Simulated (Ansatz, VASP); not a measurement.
Na2TeP2 in VASP and in Ansatz

```xyz
5
Lattice="-2.2720 2.2720 5.4195 2.2720 -2.2720 5.4195 2.2720 2.2720 -5.4195" Properties=species:S:1:pos:R:3 pbc="T T T"
Na    0.0000    0.0000    4.0073
Na    0.0000    0.0000    6.8317
Te    0.0000    0.0000    0.0000
P     0.0000    2.2720    2.7098
P     2.2720    0.0000    2.7098
```

Change from the starting cell: species swapped into the ZrFe2Si2 type (I4/mmm, No. 139).

Alike in both runs: task relaxation of cell and atoms; functional PBE; k mesh 6 × 6 × 6; occupations gaussian, width 0.1 eV; no spin polarisation.

```csv
,VASP,Ansatz
version,VASP 6.6.1,Ansatz 0.2.0
potentials or method,"VASP PAW PBE potentials, release 64 (Na_pv, Te, P), cutoff 600 eV","scalar-relativistic, plane waves, PAW"
valence electrons in the cell,30,44
```

Ansatz gave:

* gap on the k mesh at the Fermi level, each at its own relaxed structure (eV): none
* relaxed volume (Å³/atom): 22.13
* relaxed cell length with the largest relative difference (Å): 9.540

Q: Estimate VASP's values.

A: gap on the k mesh at the Fermi level, each at its own relaxed structure (eV): none; relaxed volume (Å³/atom): 21.76; relaxed cell length with the largest relative difference (Å): 9.408.

A gap of «none» marks a metal or a gap that the smearing closes. VASP's potentials hold 30 valence electrons a cell and Ansatz's 44, so a difference there can come from the potentials and not from the codes.

Neither program's run includes spin-orbit coupling.
